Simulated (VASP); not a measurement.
Crystal: CaO (Lime).

```
Ca O
1.0
     0.00000    2.51742    2.51742
     2.51742    0.00000    2.51742
     2.51742    2.51742    0.00000
Ca O
1 1
Direct
  0.00000 0.00000 0.00000
  0.50000 0.50000 0.50000
```

This cell differs from its parent crystal: strain +5.0%.

Base run:

| Quantity | Value |
| --- | --- |
| Program | VASP 6.6.1 |
| Functional | PBE |
| Potentials or basis | VASP PAW PBE potentials, release 64 (Ca_sv, O) |
| Cutoff | 520 eV |
| k mesh | 6 × 6 × 6 |
| Occupations | gaussian, width 0.01 eV |
| Spin | no spin polarisation |

Its results: band gap on the k mesh 3.63 eV, indirect (least direct gap 3.67 eV); pressure -9.7 GPa.

Problem. The run is repeated on the same cell with these changes: functional from PBE to r2SCAN; k mesh from 6 × 6 × 6 to 10 × 10 × 10. What comes out?

Solution. Band gap on the k mesh 4.18 eV, indirect (least direct gap 4.34 eV); pressure -11.9 GPa.

Several settings changed at once, so the effect can't be laid on one alone.

Caveats: the PAW data sets were made with another functional, which shifts forces and pressure a little (some runs).

A k mesh can miss the band edges.
